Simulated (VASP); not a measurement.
Set up this calculation in VASP 6.6.1, as the native input.

```yaml
Task: single point
Functional: PBE
Potentials_or_basis: VASP PAW PBE potentials, release 64 (Al)
Cutoff: 520 eV
k_mesh: 6 × 6 × 6
Occupations: gaussian, width 0.1 eV
Spin: no spin polarisation
Dipole_correction: no
Further_INCAR_settings: ALGO = Normal; EDIFF = 1e-06; NBANDS = 12
```

The structure of Al lies in POSCAR:

```
Al
1.0
    4.5934529820      0.0000000000      0.0000000000
   -2.2967264910      3.9780469735      0.0000000000
    0.0000000000      0.0000000000      2.8149660518
Al
3
Direct
    0.0000000000      0.0000000000      0.0000000000
    0.3333333333      0.6666666667      0.5000000000
    0.6666666667      0.3333333333      0.5000000000
```

These files were run (other wordings do the same):

INCAR

```
SYSTEM = Al
PREC     = Accurate       ! precision mode
ENCUT    = 520            ! plane-wave cutoff, eV
EDIFF    = 1E-6           ! SCF threshold, eV
ISMEAR   = 0              ! smearing method
SIGMA    = 0.1            ! smearing width, eV
LREAL    = .FALSE.        ! projectors in reciprocal space
LASPH    = .TRUE.         ! aspherical terms in the spheres
NELM     = 100            ! most SCF steps
ALGO     = Normal         ! electronic algorithm
ISIF     = 2              ! what is computed and relaxed
LWAVE    = .FALSE.        ! write WAVECAR
LCHARG   = .TRUE.         ! write CHGCAR
GGA      = PE             ! functional
LELF     = .TRUE.         ! ELF
LVHAR    = .TRUE.       
NBANDS   = 12             ! bands
```

KPOINTS

```
Automatic mesh
0
G
  6 6 6
  0 0 0
```

Potentials or basis: VASP PAW PBE potentials, release 64 (Al).

Launch:

```sh
$ cat potpaw_PBE.64/Al/POTCAR > POTCAR
$ mpirun -np 1 vasp_std > vasp.out
```

Results of the run:

- Pressure: -0.1 GPa

Caveat: the k points lie up to 0.37 Å⁻¹ apart.

Wall time 14 s on 1 thread of Intel(R) Xeon(R) Platinum 8488C (Sapphire Rapids) (shared host), peak memory 0.17 GiB.
